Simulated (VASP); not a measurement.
Here is a VASP 6.6.1 calculation.

The input INCAR:

```
  PREC = Accurate
  ENCUT = 520
  EDIFF = 1E-6
  ISMEAR = 0
  SIGMA = 0.1
  LREAL = Auto
  LASPH = T
  NELM = 100
  ALGO = Normal
  ISIF = 2
  LWAVE = F
  LCHARG = F
  LDIPOL = T
  IDIPOL = 3
  DIPOL = 0.5 0.5 0.404
  GGA = PE
  IVDW = 12
  NBANDS = 126
```

KPOINTS

```
Automatic mesh
0
Gamma
  3 3 1
```

Contents of POSCAR:

```
W
1.0
    6.3187499359      0.0000000000      0.0000000000
    0.0000000000      6.3187499359      0.0000000000
    0.0000000000      0.0000000000     25.6654624520
W
16
Direct
    0.2500000000      0.7500000000      0.3117029360
    0.2500000000      0.2500000000      0.3117029360
    0.7500000000      0.7500000000      0.3117029360
    0.7500000000      0.2500000000      0.3117029360
    0.5000000000      0.5000000000      0.3732520893
    0.5000000000      0.0000000000      0.3732520893
    0.0000000000      0.5000000000      0.3732520893
    0.0000000000      0.0000000000      0.3732520893
    0.7461165015      0.2457871268      0.4370461861
    0.7552618889      0.7553604641      0.4356713691
    0.2508201746      0.2509315977      0.4368833161
    0.2456971455      0.7461693551      0.4370600917
    0.0132201816      0.0129722503      0.4935328658
   -0.0158961491      0.4730222675      0.4957406168
    0.4729197331     -0.0153864510      0.4957154209
    0.5355015066      0.5354806617      0.4937146522
```

Potentials or basis: VASP PAW PBE potentials, release 64 (W_sv).

Launch:

```sh
$ cat potpaw_PBE.64/W_sv/POTCAR > POTCAR
$ mpirun -np 1 vasp_std > vasp.out
```

(1) What does it give for the band gap on the k mesh?

(2) Predict the largest force.

(3) What does it give for the dispersion energy per atom?

## Answers

(1) zero (bands 112 and 113 overlap by 0.04 eV).

(2) 1.919 eV/Å.

(3) -0.418 eV.

Caveat: spin-orbit coupling is left out, which moves the levels of the heavy elements.
